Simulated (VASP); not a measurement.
# Si16Ge (a cell with a defect) in VASP: further runs

Si16Ge (a cell with a defect) is run at these levels: PBE; tasks: single point.

Program: VASP 6.6.1. These are calculated values, not measurements. Logs are shortened: lines on timing, memory, paths and dates and some standing lists are left out, and cuts for length are marked.

### Step 1. The cell of the first run

The cell holds a defect, 17 atoms: a = 7.679 Å, b = 7.679 Å, c = 7.679 Å, α = 60.00°, β = 60.00°, γ = 60.00°.

### Step 2. Single point, PBE

INCAR reads:

```
  PREC = Accurate
  ENCUT = 520
  EDIFF = 1E-7
  ISMEAR = -1
  SIGMA = 0.02
  LREAL = Auto
  LASPH = T
  NELM = 80
  ALGO = Normal
  ISIF = 2
  LWAVE = F
  LCHARG = T
  GGA = PE
  LELF = T
  LVHAR = T
  NBANDS = 53
```

KPOINTS reads:

```
regular mesh
0
Gamma
  2 2 2
```

POSCAR reads:

```
Si16Ge
1.0
    0.0000000000      5.4300000000      5.4300000000
    5.4300000000      0.0000000000      5.4300000000
    5.4300000000      5.4300000000      0.0000000000
Si Ge
16 1
Direct
    0.0084457643     -0.0263249540      0.0088851750
    0.1177003683      0.1242222836      0.1182204420
   -0.0227500000      0.0105056169      0.5062914365
    0.1176753223      0.1242570902      0.6398454880
   -0.0010183241      0.4953026703     -0.0005995396
    0.1326157459      0.6010317680      0.1331807551
   -0.0010965009      0.4952970534      0.5063488029
    0.1143474217      0.6294899632      0.6280662063
    0.5057650092      0.0104130755     -0.0225103131
    0.6393134438      0.1242082873      0.1181968692
    0.5054120626      0.0105010129      0.5062566298
    0.6138011971      0.1578157459      0.6139956722
    0.5057621547      0.4952829650     -0.0005940147
    0.6276902394      0.6294563536      0.1145957643
    0.4924926335      0.5217602210      0.4926953959
    0.6275432781      0.6294834254      0.6280651934
    0.3617997238      0.9137748619      0.3620293738
```

Potentials or basis: VASP PAW PBE potentials, release 64 (Si, Ge_d).

The run is started by

```
$ cat potpaw_PBE.64/Si/POTCAR potpaw_PBE.64/Ge_d/POTCAR > POTCAR
$ mpirun -np 1 vasp_std > vasp.out
```

OUTCAR:

```text
PREC = Accurate
   ENCUT = 520
   EDIFF = 1E-7
   ISMEAR = -1
   LREAL = Auto
   LASPH = T
   NELM = 80
   ISIF = 2
   GGA = PE

 ion  position               nearest neighbor table
   1  0.008  0.974  0.009-   4 2.32  10 2.32   2 2.32   6 2.34
   2  0.118  0.124  0.118-   1 2.32   5 2.33   9 2.44   3 2.44  17 2.66
   3  0.977  0.011  0.506-  12 2.29   8 2.39  17 2.42   4 2.43   2 2.44
   4  0.118  0.124  0.640-   1 2.32   7 2.33   3 2.43  11 2.43  17 2.66
   5  0.999  0.495  0.999-   2 2.33  14 2.33   8 2.33   6 2.34
   6  0.133  0.601  0.133-   1 2.34   5 2.34  13 2.34   7 2.34
   7  0.999  0.495  0.506-   4 2.33   8 2.33  16 2.33   6 2.34
   8  0.114  0.629  0.628-   5 2.33   7 2.33  15 2.37   3 2.39  17 2.89
   9  0.506  0.010  0.977-  12 2.29  14 2.39  17 2.42  10 2.44   2 2.44
  10  0.639  0.124  0.118-   1 2.32  13 2.33   9 2.44  11 2.44  17 2.66
  11  0.505  0.011  0.506-  12 2.29  16 2.39  17 2.42   4 2.43  10 2.44
  12  0.614  0.158  0.614-  15 2.28  11 2.29   3 2.29   9 2.29
  13  0.506  0.495  0.999-  10 2.33  14 2.33  16 2.33   6 2.34
  14  0.628  0.629  0.115-   5 2.33  13 2.33  15 2.37   9 2.39  17 2.89
  15  0.492  0.522  0.493-  12 2.28  14 2.37  16 2.37   8 2.37  17 2.46
  16  0.628  0.629  0.628-  13 2.33   7 2.33  15 2.37  11 2.39  17 2.89
  17  0.362  0.914  0.362-   9 2.42   3 2.42  11 2.42  15 2.46   2 2.66  10 2.66   4 2.66   8 2.89
                            14 2.89  16 2.89

  LATTYP: Found a face centered cubic cell.
 ALAT       =    10.8600000000

  Lattice vectors:

 A1 = (   0.0000000000,   5.4300000000,   5.4300000000)
 A2 = (   5.4300000000,   0.0000000000,   5.4300000000)
 A3 = (   5.4300000000,   5.4300000000,   0.0000000000)

Analysis of symmetry for initial positions (statically):
=====================================================================
 Subroutine PRICEL returns:
 Original cell was already a primitive cell.

 Routine SETGRP: Setting up the symmetry group for a
 face centered cubic supercell.

 Subroutine GETGRP returns: Found  1 space group operations
 (whereof  1 operations were pure point group operations)
 out of a pool of 48 trial point group operations.

The static configuration has the point symmetry C_1 .

Analysis of symmetry for dynamics (positions and initial velocities):
=====================================================================
 Subroutine PRICEL returns:
 Original cell was already a primitive cell.

 Routine SETGRP: Setting up the symmetry group for a
 face centered cubic supercell.

 Subroutine GETGRP returns: Found  1 space group operations
 (whereof  1 operations were pure point group operations)
 out of a pool of 48 trial point group operations.

The dynamic configuration has the point symmetry C_1 .

 Subroutine INISYM returns: Found  1 space group operations
 (whereof  1 operations are pure point group operations),
 and found     1 'primitive' translations

----------------------------------------------------------------------------------------

                                     Primitive cell

  volume of cell :     320.2060

  direct lattice vectors                    reciprocal lattice vectors
     0.000000000  5.430000000  5.430000000    -0.092081031  0.092081031  0.092081031
     5.430000000  0.000000000  5.430000000     0.092081031 -0.092081031  0.092081031
     5.430000000  5.430000000  0.000000000     0.092081031  0.092081031 -0.092081031

  length of vectors
     7.679179644  7.679179644  7.679179644     0.159489025  0.159489025  0.159489025

  position of ions in fractional coordinates (direct lattice)
     0.008445764  0.973675046  0.008885175
     0.117700368  0.124222284  0.118220442
     0.977250000  0.010505617  0.506291436
     0.117675322  0.124257090  0.639845488
     0.998981676  0.495302670  0.999400460
     0.132615746  0.601031768  0.133180755
[... 9 lines left out ...]
     0.627543278  0.629483425  0.628065193
     0.361799724  0.913774862  0.362029374

  ion indices of the primitive-cell ions
   primitive index   ion index
                 1           1
                 2           2
                 3           3
                 4           4
                 5           5
                 6           6
[... 9 lines left out ...]
                16          16
                17          17

----------------------------------------------------------------------------------------

 KPOINTS: regular mesh

Automatic generation of k-mesh.
 Grid dimensions read from file:
 generate k-points for:    2    2    2

 Generating k-lattice:

  Cartesian coordinates                     Fractional coordinates (reciprocal lattice)
    -0.046040516  0.046040516  0.046040516     0.500000000  0.000000000  0.000000000
     0.046040516 -0.046040516  0.046040516     0.000000000  0.500000000  0.000000000
     0.046040516  0.046040516 -0.046040516     0.000000000  0.000000000  0.500000000

  Length of vectors
     0.079744512  0.079744512  0.079744512

  Shift w.r.t. Gamma in fractional coordinates (k-lattice)
     0.000000000  0.000000000  0.000000000

 Subroutine IBZKPT returns following result:
 ===========================================

 Found      8 irreducible k-points:

 Following reciprocal coordinates:
            Coordinates               Weight
  0.000000  0.000000  0.000000      1.000000
  0.500000  0.000000  0.000000      1.000000
  0.000000  0.500000  0.000000      1.000000
  0.000000  0.000000  0.500000      1.000000
  0.500000  0.500000  0.500000      1.000000
  0.500000  0.500000  0.000000      1.000000
  0.000000  0.500000  0.500000      1.000000
  0.500000  0.000000  0.500000      1.000000
   k-points           NKPTS =      8   k-points in BZ     NKDIM =      8   number of bands    NBANDS=     53
   number of dos      NEDOS =    301   number of ions     NIONS =     17
   total plane-waves  NPLWV = 216000
   dimension x,y,z NGX =    60 NGY =   60 NGZ =   60
   dimension x,y,z NGXF=   120 NGYF=  120 NGZF=  120
   ions per type =              16   1
   NGX,Y,Z   is equivalent  to a cutoff of  12.99, 12.99, 12.99 a.u.
   NGXF,Y,Z  is equivalent  to a cutoff of  25.98, 25.98, 25.98 a.u.
 SYSTEM =  unknown system
   PREC   = accura    normal or accurate (medium, high low for compatibility)
   ISTART =      0    job   : 0-new  1-cont  2-samecut
   ICHARG =      2    charge: 1-file 2-atom 10-const
   ISPIN  =      1    spin polarized calculation?
   LNONCOLLINEAR =      F non collinear calculations
   LSORBIT =      F    spin-orbit coupling
   LASPH  =      T    aspherical Exc in radial PAW
   ENCUT  =  520.0 eV  38.22 Ry    6.18 a.u.  14.28 14.28 14.28*2*pi/ulx,y,z
   NELM   =     80;   NELMIN=  2; NELMDL= -5     # of ELM steps
   EDIFF  = 0.1E-06   stopping-criterion for ELM
   LREAL  =      T    real-space projection
   EDIFFG = 0.1E-05   stopping-criterion for IOM
   NSW    =      0    number of steps for IOM
   IBRION =     -1    ionic relax: 0-MD 1-quasi-New 2-CG
   NFREE  =      0    steps in history (QN), initial steepest desc. (CG)
   ISIF   =      2    stress and relaxation
   ISYM   =      2    0-nonsym 1-usesym 2-fastsym
   POTIM  = 0.5000    time-step for ionic-motion
   TEBEG  =    0.0;   TEEND  =   0.0 temperature during run
   PSTRESS=    0.0 pullay stress
   NELECT =      78.0000    total number of electrons
   NUPDOWN=      -1.0000    fix difference up-down
   EMIN   =  10.00;   EMAX   =-10.00  energy-range for DOS
   EFERMI =   0.00;   METHOD = LEGACY
   ISMEAR =    -1;   SIGMA  =   0.02  broadening in eV -4-tet -1-fermi 0-gaus
   EFERMI_NEDOS =   21; number of points for ismear=-14 and -15
   IALGO  =     38    algorithm
   IMIX   =      4    mixing-type and parameters
     AMIX     =   0.40;   BMIX     =  1.00
     AMIX_MAG =   1.60;   BMIX_MAG =  1.00
  volume/ion in A,a.u.               =      18.84       127.11
  Fermi-wavevector in a.u.,A,eV,Ry     =   1.022421  1.932096 14.222785  1.045345
  Thomas-Fermi vector in A             =   2.156100
   LORBIT       =      0    0 simple, 1 ext, 2 COOP (PROOUT), +10 PAW based schemes
   GGA     = PE    functional components
   LHFCALC =     F    Hartree Fock is set to
   AEXX    =    0.0000 exact exchange contribution
   IVDW    =     0    specifies the selected vdW correction
   LEPSILON=     F    determine dielectric tensor
   LRPA    =     F    only Hartree local field effects (RPA)
 non-spin polarized calculation
  energy-cutoff  :      520.00
  volume of cell :      320.21
 maximum number of plane-waves:      8646
 NGX is ok and might be reduce to    60
   NGX = 29   NGY = 29   NGZ = 29

 number of electron      78.0000000 magnetization

 Free energy of the ion-electron system (eV)
  ---------------------------------------------------
  ext. energy  EPLUGINS =         0.00000000
  ---------------------------------------------------
  free energy    TOTEN  =       -86.61893887 eV

  energy without entropy =      -86.60733055  energy(sigma->0) =      -86.61313471

 E-fermi :   6.9337     XC(G=0):  -9.7544

 val. band max:        6.7264655454   @ k =   0.0000   0.0000   0.0000
 cond. band min:       6.9457277202   @ k =   0.0000   0.0000   0.0000
 fundamental gap:      0.2192621748
 Fermi energy:         6.9337199280

 k-point     1 :       0.0000    0.0000    0.0000
  band No.  band energies     occupation
      1     -18.2405      2.00000
      2     -18.2365      2.00000
      3     -18.2364      2.00000
      4     -18.2240      2.00000
      5     -18.2238      2.00000
      6      -6.5022      2.00000
[... 43 lines left out ...]
     50       8.1822      0.00000
     51       8.9676      0.00000

 k-point     2 :       0.5000    0.0000    0.0000
  band No.  band energies     occupation
      1     -18.2405      2.00000
      2     -18.2365      2.00000
      3     -18.2364      2.00000
      4     -18.2240      2.00000
      5     -18.2238      2.00000
      6      -6.1586      2.00000
[... 316 lines left out ...]
 k-point     8 :       0.5000    0.0000    0.5000
  band No.  band energies     occupation
      1     -18.2405      2.00000
      2     -18.2365      2.00000
      3     -18.2364      2.00000
      4     -18.2240      2.00000
      5     -18.2238      2.00000
      6      -6.0553      2.00000
[... 43 lines left out ...]
     50      10.3248      0.00000
     51      10.4044      0.00000
 [bands above 51 left out]

------------------------ aborting loop because EDIFF is reached ----------------------------------------

  FORCE on cell =-STRESS in cart. coord.  units (eV):
  Direction    XX          YY          ZZ          XY          YZ          ZX
  --------------------------------------------------------------------------------------
  -------------------------------------------------------------------------------------
  Total       12.9930247     12.9666685     12.9673601      0.2374578      0.2481598     -0.2375167
  in kB       65.0116760     64.8798004     64.8832612      1.1881396      1.2416882     -1.1884343
  external PRESSURE =      64.9249125 kB  Pullay stress =       0.0000000 kB

 VOLUME and BASIS-vectors are now :
 -----------------------------------------------------------------------------
  energy-cutoff  :      520.00
  volume of cell :      320.21
      direct lattice vectors                 reciprocal lattice vectors
     0.000000000  5.430000000  5.430000000    -0.092081031  0.092081031  0.092081031
     5.430000000  0.000000000  5.430000000     0.092081031 -0.092081031  0.092081031
     5.430000000  5.430000000  0.000000000     0.092081031  0.092081031 -0.092081031

 POSITION                                       TOTAL-FORCE (eV/Angst)
 -----------------------------------------------------------------------------------
      5.33530      0.09411      5.33292         0.058367     -0.056588      0.058131
      1.31646      1.28105      1.31364         0.039823      0.003371      0.042134
      2.80621      8.05563      5.36351        -0.019263      0.015515      0.024564
      4.14908      4.11334      1.31369        -0.000160     -0.040138      0.040621
      8.11624     10.85122      8.11396         0.030123     -0.012334      0.029554
      3.98677      1.44328      3.98371         0.055995     -0.056489      0.056777
[... 9 lines left out ...]
      6.82849      6.81795      6.82566        -0.014855     -0.015417     -0.015858
      6.92762      3.93039      6.92637        -0.119641      0.116956     -0.116232
 -----------------------------------------------------------------------------------
    total drift:                                0.002069     -0.001212      0.002992

  FREE ENERGIE OF THE ION-ELECTRON SYSTEM (eV)
  ---------------------------------------------------
  free  energy   TOTEN  =       -86.6189388705 eV

  energy  without entropy=      -86.6073305460  energy(sigma->0) =      -86.61313471
```

It took 2.3 min on 1 thread of Intel Xeon 6975P-C (Granite Rapids), shared host; peak memory 0.49 GiB.

Results:

```
Free energy            : -86.6189 eV
Pressure               : 6.5 GPa
Largest force          : 0.204 eV/Å
Band gap on the k mesh : zero (band 39 reaches 6.98 eV, above the bottom of band 40 at 6.73 eV)
```

Forces on the atoms (eV/Å):
```
Si   0.058 -0.057  0.058
Si   0.040  0.003  0.042
Si  -0.019  0.016  0.025
Si   0.000 -0.040  0.041
Si   0.030 -0.012  0.030
Si   0.056 -0.056  0.057
Si   0.013 -0.031  0.030
Si  -0.015  0.016  0.016
Si   0.027  0.018 -0.019
Si   0.040 -0.042 -0.004
Si  -0.020 -0.026 -0.016
Si  -0.052  0.054 -0.055
Si   0.030 -0.030  0.013
Si   0.017  0.015 -0.015
Si  -0.070  0.070 -0.070
Si  -0.015 -0.015 -0.016
Ge  -0.120  0.117 -0.116
```

Stress tensor (GPa, compression positive):
```
 6.50  0.12 -0.12
 0.12  6.49  0.12
-0.12  0.12  6.49
```

Levels at points of the mesh, in eV from the Fermi level:
```tsv
k point	band 35	band 36	band 37	band 38	band 39	band 40	band 41	band 42	band 43	band 44
(0.00, 0.00, 0.00)	-1.70	-0.89	-0.76	-0.76	-0.36	-0.21	-0.21	0.01	0.02	0.41
(0.50, 0.00, 0.00)	-1.52	-1.50	-1.50	-1.41	-0.29	0.39	0.64	0.80	0.85	1.24
(0.00, 0.50, 0.00)	-1.50	-1.50	-1.46	-1.46	-0.35	0.41	0.42	1.00	1.00	1.15
(0.00, 0.00, 0.50)	-1.52	-1.50	-1.50	-1.41	-0.29	0.40	0.64	0.80	0.85	1.24
(0.50, 0.50, 0.50)	-1.52	-1.50	-1.50	-1.41	-0.29	0.39	0.64	0.80	0.85	1.24
(0.50, 0.50, 0.00)	-2.12	-2.03	-1.90	-1.27	0.04	0.69	1.03	1.11	1.14	1.89
(0.00, 0.50, 0.50)	-2.12	-2.03	-1.90	-1.27	0.04	0.69	1.03	1.11	1.14	1.88
(0.50, 0.00, 0.50)	-2.12	-2.03	-1.90	-1.27	0.04	0.69	1.03	1.11	1.14	1.89
```

Caveat: the k points lie up to 0.50 Å⁻¹ apart.

### Step 3. Single point, PBE

INCAR reads:

```
ALGO = Normal
EDIFF = 1E-6
ENCUT = 520
GGA = PE
ISIF = 2
ISMEAR = -1
LASPH = True
LCHARG = False
LREAL = Auto
LWAVE = False
NBANDS = 53
NELM = 60
PREC = Accurate
SIGMA = 0.02
```

KPOINTS reads:

```
k-points
0
Gamma
  2 2 2
```

POSCAR reads:

```
Si16Ge
1.0
    0.0000000000      5.4300000000      5.4300000000
    5.4300000000      0.0000000000      5.4300000000
    5.4300000000      5.4300000000      0.0000000000
Si Ge
16 1
Direct
    0.0145200737     -0.0443110497      0.0148429098
    0.1152518416      0.1186879374      0.1158411602
   -0.0326999079      0.0134886740      0.5098407919
    0.1153046041      0.1187005525      0.6501898711
   -0.0014747698      0.4896802947     -0.0010707182
    0.1391292818      0.5816856354      0.1395782689
   -0.0015530387      0.4897709024      0.5128830571
    0.1090382136      0.6347695212      0.6281546041
    0.5093224678      0.0131688766     -0.0325427256
    0.6497640884      0.1186941068      0.1157906077
    0.5088848987      0.0134145488      0.5100399632
    0.6047616022      0.1851855433      0.6049148250
    0.5123724678      0.4896450276     -0.0010337937
    0.6277718232      0.6345701657      0.1093480663
    0.4811086556      0.5560198895      0.4813489871
    0.6275839779      0.6347127072      0.6282337017
    0.3459520258      0.9622846225      0.3456019337
```

Potentials or basis: VASP PAW PBE potentials, release 64 (Si, Ge_d).

The run is started by

```
$ cat potpaw_PBE.64/Si/POTCAR potpaw_PBE.64/Ge_d/POTCAR > POTCAR
$ mpirun -np 1 vasp_std > vasp.out
```

Run time: 2 min. Hardware: 1 thread of Intel Xeon 6975P-C (Granite Rapids), shared host; peak memory 0.49 GiB.

Results (log left out):

| Quantity | Value |
| --- | --- |
| Free energy | -86.4031 eV |
| Pressure | 6.0 GPa |
| Largest force | 0.533 eV/Å |
| Band gap on the k mesh | zero (band 39 reaches 6.91 eV, above the bottom of band 40 at 6.75 eV) |

Forces in eV/Å, atoms in the order of the input:
```
Si   0.065 -0.062  0.060
Si   0.027 -0.035  0.026
Si  -0.004  0.001  0.076
Si   0.036 -0.030  0.029
Si   0.034 -0.038  0.039
Si   0.070 -0.067  0.066
Si   0.040 -0.036  0.037
Si  -0.001 -0.001  0.044
Si   0.077 -0.004  0.006
Si   0.026 -0.025  0.034
Si  -0.004 -0.076  0.001
Si  -0.049  0.051 -0.051
Si   0.034 -0.038  0.037
Si   0.042  0.003 -0.002
Si  -0.089  0.092 -0.093
Si  -0.002 -0.044  0.001
Ge  -0.303  0.309 -0.311
```

Stress tensor (GPa, compression positive):
```
 5.94  0.78 -0.78
 0.78  5.96  0.77
-0.78  0.77  5.97
```

Levels at points of the mesh, in eV from the Fermi level:
```csv
k point,band 37,band 38,band 39,band 40,band 41,band 42
"(0.00, 0.00, 0.00)",-0.69,-0.68,-0.56,-0.14,-0.14,0.10
"(0.50, 0.00, 0.00)",-1.47,-1.17,-0.12,0.12,0.74,0.79
"(0.00, 0.50, 0.00)",-1.39,-1.38,-0.36,0.37,0.37,1.10
"(0.00, 0.00, 0.50)",-1.47,-1.18,-0.12,0.12,0.75,0.78
"(0.50, 0.50, 0.50)",-1.47,-1.18,-0.12,0.12,0.74,0.78
"(0.50, 0.50, 0.00)",-1.83,-1.10,0.02,0.47,1.14,1.24
"(0.00, 0.50, 0.50)",-1.83,-1.10,0.01,0.47,1.14,1.24
"(0.50, 0.00, 0.50)",-1.83,-1.10,0.01,0.47,1.14,1.24
```

Caveat: the k points lie up to 0.50 Å⁻¹ apart.

(Part 1 of 2 ends here.)
